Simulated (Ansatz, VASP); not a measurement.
# Ag in VASP and in Ansatz

```
Ag
1.0
     0.00000    1.87965    1.87965
     1.87965    0.00000    1.87965
     1.87965    1.87965    0.00000
Ag
1
Direct
  0.00000 0.00000 0.00000
```

Change from the starting cell: strain -0.080 along x and y, -0.080 along z, atoms carried along.

Alike in both runs: task single point; functional PBE; k mesh 20 × 20 × 20; occupations gaussian, width 0.15 eV; no spin polarisation.

|  | VASP | Ansatz |
| --- | --- | --- |
| version | VASP 6.6.1 | Ansatz 0.2.0 |
| potentials or method | VASP PAW PBE potentials, release 64 (Ag), cutoff 520 eV | scalar-relativistic, plane waves, PAW |
| valence electrons in the cell | 11 | 19 |

Ansatz gave:

- gap on the k mesh at the Fermi level (eV): none
- pressure (GPa): 62.6

Which values does VASP return?

gap on the k mesh at the Fermi level (eV): none; pressure (GPa): 61.9.

A gap of «none» marks a metal or a gap that the smearing closes. Both programs put the cell under a high pressure, so it lies far from rest at this level. VASP's potentials hold 11 valence electrons a cell and Ansatz's 19, so a difference there can come from the potentials and not from the codes.

Noted on VASP's run: the cell as given lies far from equilibrium.
